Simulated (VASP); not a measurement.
# Al3Cu (P4/mmm) in VASP: notebook, part 2 of 2

VASP 6.6.1.

### Step 3. Single point, PBEsol (uniaxial strain along c: +1.0 %)

File INCAR:

```
  ALGO = Fast
  EDIFF = 1E-7
  ENCUT = 520
  GGA = PS
  ISIF = 2
  ISMEAR = 0
  LASPH = True
  LCHARG = True
  LELF = True
  LREAL = False
  LVHAR = True
  LWAVE = False
  NBANDS = 18
  NELM = 80
  PREC = Accurate
  SIGMA = 0.1
```

File KPOINTS:

```
k-points
0
Gamma
  18 18 8
```

File POSCAR:

```
Al3Cu
1.0
    2.7727338027      0.0000000000      0.0000000000
    0.0000000000      2.7727338027      0.0000000000
    0.0000000000      0.0000000000      7.6789866823
Al Cu
3 1
Direct
    0.0000000000      0.0000000000      0.5000000000
    0.5000000000      0.5000000000      0.2206884218
    0.5000000000      0.5000000000      0.7793115782
    0.0000000000      0.0000000000      0.0000000000
```

Potentials or basis: VASP PAW PBE potentials, release 64 (Al, Cu).

The run is started by

```
$ cat potpaw_PBE.64/Al/POTCAR potpaw_PBE.64/Cu/POTCAR > POTCAR
$ mpirun -np 1 vasp_std > vasp.out
```

OUTCAR:

```text
EDIFF = 1E-7
   ENCUT = 520
   GGA = PS
   ISIF = 2
   ISMEAR = 0
   LASPH = True
   LREAL = False
   NELM = 80
   PREC = Accurate

 ion  position               nearest neighbor table
   1  0.000  0.000  0.500-   2 2.91   3 2.91   2 2.91   3 2.91   2 2.91   3 2.91   2 2.91   3 2.91

   2  0.500  0.500  0.221-   4 2.59   4 2.59   4 2.59   4 2.59   1 2.91   1 2.91   1 2.91   1 2.91

   3  0.500  0.500  0.779-   4 2.59   4 2.59   4 2.59   4 2.59   1 2.91   1 2.91   1 2.91   1 2.91
[... 690 lines left out ...]
      6       4.2482      2.00000
[... 10 lines left out ...]
     17      16.3549      0.00000
     18      17.5547      0.00000

 [... further k-points ...]
[... 5 lines left out ...]
  --------------------------------------------------------------------------------------
  -------------------------------------------------------------------------------------
  Total        0.1894215      0.1894215     -0.6697942      0.0000000     -0.0000000      0.0000000
  in kB        5.1406675      5.1406675    -18.1773974      0.0000000     -0.0000000      0.0000000
  external PRESSURE =      -2.6320208 kB  Pullay stress =       0.0000000 kB

 VOLUME and BASIS-vectors are now :
 -----------------------------------------------------------------------------
  energy-cutoff  :      520.00
  volume of cell :       59.04
      direct lattice vectors                 reciprocal lattice vectors
     2.772733803  0.000000000  0.000000000     0.360654888  0.000000000  0.000000000
     0.000000000  2.772733803  0.000000000     0.000000000  0.360654888  0.000000000
     0.000000000  0.000000000  7.678986682     0.000000000  0.000000000  0.130225516

 POSITION                                       TOTAL-FORCE (eV/Angst)
 -----------------------------------------------------------------------------------
      0.00000      0.00000      3.83949         0.000000      0.000000      0.000000
      1.38637      1.38637      1.69466        -0.000000      0.000000      0.069812
      1.38637      1.38637      5.98432         0.000000     -0.000000     -0.069812
      0.00000      0.00000      0.00000         0.000000      0.000000      0.000000
 -----------------------------------------------------------------------------------
    total drift:                                0.000000      0.000000     -0.000000

  FREE ENERGIE OF THE ION-ELECTRON SYSTEM (eV)
  ---------------------------------------------------
  free  energy   TOTEN  =       -16.9757375976 eV

  energy  without entropy=      -16.9710291923  energy(sigma->0) =      -16.97338339
```

OSZICAR:

```text
N       E                     dE             d eps       ncg     rms          rms(c)
DAV:   1     0.737608195927E+02    0.73761E+02   -0.83188E+03  9900   0.115E+03
[... 14 lines left out ...]
RMM:  16    -0.169762610993E+02   -0.67880E-04   -0.16976E-04 13700   0.823E-02    0.233E-01
RMM:  17    -0.169758809053E+02    0.38019E-03   -0.42193E-04 12677   0.302E-01    0.120E-01
RMM:  18    -0.169758146250E+02    0.66280E-04   -0.73326E-05 12204   0.107E-01    0.808E-02
RMM:  19    -0.169757621528E+02    0.52472E-04   -0.63125E-05 13039   0.748E-02    0.524E-02
RMM:  20    -0.169757378565E+02    0.24296E-04   -0.97755E-05 13903   0.118E-01    0.759E-03
RMM:  21    -0.169757376338E+02    0.22267E-06   -0.57775E-06 12492   0.211E-02    0.387E-03
RMM:  22    -0.169757375513E+02    0.82468E-07   -0.15731E-06 12430   0.160E-02    0.223E-03
RMM:  23    -0.169757375976E+02   -0.46323E-07   -0.51125E-07  9215   0.521E-03
   1 F= -.16975738E+02 E0= -.16973383E+02  d E =-.470841E-02
```

stdout:

```text
POSCAR found type information on POSCAR AlCu
 POSCAR found :  2 types and       4 ions
 scaLAPACK will be used
 -----------------------------------------------------------------------------
|                                                                             |
|                                                                             |
|     You enforced a specific xc type in the INCAR file but a different       |
|     I HOPE YOU KNOW WHAT YOU ARE DOING!                                     |
|                                                                             |
 -----------------------------------------------------------------------------

 LDA part: xc-table for (Slater+PW92), standard interpolation
 POSCAR, INCAR and KPOINTS ok, starting setup
 FFT: planning ... GRIDC
 FFT: planning ... GRID_SOFT
 FFT: planning ... GRID
 WAVECAR not read
 entering main loop
```

Run time: 2.8 min. Hardware: 1 thread of Intel Xeon 6975P-C (Granite Rapids), shared host; peak memory 0.39 GiB.

What came out:

| Item | Value |
| --- | --- |
| Free energy | -16.9757 eV |
| Pressure | -0.3 GPa |
| Largest force | 0.070 eV/Å |
| Band gap on the k mesh | zero (bands 10 and 11 overlap by 5.79 eV) |

Forces in eV/Å, atoms in the order of the input:
```
Al   0.000  0.000  0.000
Al   0.000  0.000  0.070
Al   0.000  0.000 -0.070
Cu   0.000  0.000  0.000
```

Stress tensor (GPa, compression positive):
```
 0.51  0.00  0.00
 0.00  0.51  0.00
 0.00  0.00 -1.82
```

Levels at points of the mesh, in eV from the Fermi level:
| k point | band 7 | band 8 | band 9 | band 10 | band 11 | band 12 | band 13 | band 14 |
| --- | --- | --- | --- | --- | --- | --- | --- | --- |
| (0.00, 0.00, 0.00) | -3.66 | -3.26 | -1.97 | 0.27 | 6.48 | 6.77 | 6.77 | 7.95 |
| (0.50, 0.00, 0.00) | -3.73 | -3.71 | -3.56 | -2.41 | -1.91 | 2.52 | 3.74 | 3.77 |
| (0.50, 0.50, 0.00) | -2.45 | -0.36 | -0.31 | 0.15 | 0.15 | 0.52 | 0.52 | 0.78 |
| (0.00, 0.00, 0.50) | -3.66 | -3.60 | -3.26 | 3.75 | 5.28 | 6.47 | 7.34 | 7.34 |
| (0.50, 0.00, 0.50) | -3.73 | -3.56 | -2.64 | -1.13 | -1.05 | 0.03 | 0.67 | 8.39 |
| (0.50, 0.50, 0.50) | -1.80 | -1.57 | -1.57 | -0.45 | -0.41 | 0.67 | 1.64 | 3.28 |

Caveat: the cell differs from its parent crystal (uniaxial strain along c: +1.0 %); the PAW data sets were made with another functional, which shifts forces and pressure a little.

### Step 4. Single point, PBEsol (uniaxial strain along c: +1.0 %, then relaxed in part)

File INCAR:

```
PREC = Accurate
ENCUT = 520
EDIFF = 1E-6
ISMEAR = 0
SIGMA = 0.1
LREAL = False
LASPH = True
NELM = 100
ALGO = Fast
ISIF = 2
LWAVE = False
LCHARG = True
GGA = PS
LELF = True
LVHAR = True
NBANDS = 18
```

File KPOINTS:

```
regular mesh
0
Gamma
  18 18 8
```

File POSCAR:

```
Al3Cu
1.0
    2.7742654156      0.0000000000      0.0000000000
    0.0000000000      2.7742654156      0.0000000000
    0.0000000000      0.0000000000      7.6789866823
Al Cu
3 1
Direct
    0.0000000000      0.0000000000      0.5000000000
    0.5000000000      0.5000000000      0.2216147452
    0.5000000000      0.5000000000      0.7783852548
    0.0000000000      0.0000000000      0.0000000000
```

The run is started by

```
$ cat potpaw_PBE.64/Al/POTCAR potpaw_PBE.64/Cu/POTCAR > POTCAR
$ mpirun -np 1 vasp_std > vasp.out
```

Wall time 2.2 min (1 thread of Intel Xeon 6975P-C (Granite Rapids), shared host); peak memory 0.39 GiB.

It converged, with:

```yaml
Free_energy: -16.9766 eV
Pressure: 0.8 GPa
Largest_force: 0.023 eV/Å
Band_gap_on_the_k_mesh: zero (bands 10 and 11 overlap by 5.78 eV)
```

Forces in eV/Å, atoms in the order of the input:
```
Al   0.000  0.000  0.000
Al   0.000  0.000  0.023
Al   0.000  0.000 -0.023
Cu   0.000  0.000  0.000
```

Stress tensor (GPa, compression positive):
```
 1.55  0.00  0.00
 0.00  1.55  0.00
 0.00  0.00 -0.59
```

Levels at points of the mesh, in eV from the Fermi level:
| k point | band 8 | band 9 | band 10 | band 11 | band 12 | band 13 |
| --- | --- | --- | --- | --- | --- | --- |
| (0.00, 0.00, 0.00) | -3.24 | -1.96 | 0.28 | 6.45 | 6.75 | 6.75 |
| (0.50, 0.00, 0.00) | -3.70 | -3.53 | -2.41 | -1.89 | 2.52 | 3.73 |
| (0.50, 0.50, 0.00) | -0.39 | -0.32 | 0.16 | 0.16 | 0.50 | 0.50 |
| (0.00, 0.00, 0.50) | -3.59 | -3.24 | 3.77 | 5.28 | 6.45 | 7.31 |
| (0.50, 0.00, 0.50) | -3.53 | -2.63 | -1.12 | -1.05 | 0.03 | 0.67 |
| (0.50, 0.50, 0.50) | -1.59 | -1.59 | -0.47 | -0.43 | 0.68 | 1.63 |

Caveat: the cell differs from its parent crystal (uniaxial strain along c: +1.0 %, then relaxed in part); the PAW data sets were made with another functional, which shifts forces and pressure a little.

### Step 5. Single point, PBEsol (uniaxial strain along c: +2.0 %)

File INCAR:

```
ALGO     = Fast           # electronic algorithm
EDIFF    = 1E-6           # SCF threshold, eV
ENCUT    = 520            # plane-wave cutoff, eV
GGA      = PS             # functional
ISIF     = 2              # what is computed and relaxed
ISMEAR   = 0              # smearing method
LASPH    = T              # aspherical terms in the spheres
LCHARG   = F              # write CHGCAR
LREAL    = F              # projectors in reciprocal space
LWAVE    = F              # write WAVECAR
NBANDS   = 18             # bands
NELM     = 80             # most SCF steps
PREC     = Accurate       # precision mode
SIGMA    = 0.1            # smearing width, eV
```

File KPOINTS:

```
k-points
0
Gamma
  18 18 8
```

File POSCAR:

```
Al3Cu
1.0
    2.7657845952      0.0000000000      0.0000000000
    0.0000000000      2.7657845952      0.0000000000
    0.0000000000      0.0000000000      7.7550162534
Al Cu
3 1
Direct
    0.0000000000      0.0000000000      0.5000000000
    0.5000000000      0.5000000000      0.2216147452
    0.5000000000      0.5000000000      0.7783852548
    0.0000000000      0.0000000000      0.0000000000
```

The run is started by

```
$ cat potpaw_PBE.64/Al/POTCAR potpaw_PBE.64/Cu/POTCAR > POTCAR
$ mpirun -np 1 vasp_std > vasp.out
```

Wall time 2.5 min (1 thread of Intel Xeon 6975P-C (Granite Rapids), shared host); peak memory 0.39 GiB.

It converged, with:

| Property | Result |
| --- | --- |
| Free energy | -16.9652 eV |
| Pressure | -0.8 GPa |
| Largest force | 0.031 eV/Å |
| Band gap on the k mesh | zero (bands 10 and 11 overlap by 5.63 eV) |

Forces in eV/Å, atoms in the order of the input:
```
Al   0.000  0.000  0.000
Al   0.000  0.000  0.031
Al   0.000  0.000 -0.031
Cu   0.000  0.000  0.000
```

Stress tensor (GPa, compression positive):
```
 0.65  0.00  0.00
 0.00  0.65  0.00
 0.00  0.00 -3.78
```

Levels at points of the mesh, in eV from the Fermi level:
| k point | band 7 | band 8 | band 9 | band 10 | band 11 | band 12 | band 13 | band 14 |
| --- | --- | --- | --- | --- | --- | --- | --- | --- |
| (0.00, 0.00, 0.00) | -3.61 | -3.21 | -2.11 | 0.10 | 6.54 | 6.90 | 6.90 | 7.98 |
| (0.50, 0.00, 0.00) | -3.71 | -3.68 | -3.51 | -2.43 | -1.87 | 2.41 | 3.62 | 3.64 |
| (0.50, 0.50, 0.00) | -2.38 | -0.32 | -0.25 | 0.19 | 0.19 | 0.51 | 0.51 | 0.82 |
| (0.00, 0.00, 0.50) | -3.61 | -3.61 | -3.21 | 3.50 | 5.03 | 6.53 | 7.44 | 7.44 |
| (0.50, 0.00, 0.50) | -3.68 | -3.51 | -2.61 | -1.20 | -1.07 | 0.00 | 0.59 | 8.18 |
| (0.50, 0.50, 0.50) | -1.72 | -1.54 | -1.54 | -0.39 | -0.36 | 0.74 | 1.69 | 3.28 |

Caveat: the cell differs from its parent crystal (uniaxial strain along c: +2.0 %); the PAW data sets were made with another functional, which shifts forces and pressure a little.

### Step 6. The runs side by side

```csv
cell,further INCAR settings,gap on the mesh (eV),pressure (GPa),largest force (eV/Å)
"a = 2.752, b = 2.752, c = 7.649 Å, 4 atoms",ALGO = Fast; EDIFF = 1e-06; NBANDS = 18,none,1.8,0.12
"a = 2.773, b = 2.773, c = 7.679 Å, 4 atoms",ALGO = Fast; EDIFF = 1e-07; NBANDS = 18,none,-0.3,0.07
"a = 2.774, b = 2.774, c = 7.679 Å, 4 atoms",ALGO = Fast; EDIFF = 1e-06; NBANDS = 18,none,0.8,0.02
"a = 2.766, b = 2.766, c = 7.755 Å, 4 atoms",ALGO = Fast; EDIFF = 1e-06; NBANDS = 18,none,-0.8,0.03
```

Alike in all rows: task single point; level PBEsol; potentials or basis VASP PAW PBE potentials, release 64 (Al, Cu); no spin polarisation; k mesh 18 × 18 × 8; cutoff (eV) 520; smearing gaussian 0.1 eV.

Caveats: the PAW data sets were made with another functional, which shifts forces and pressure a little.

Absolute energies hang on the potentials; compare differences alone.
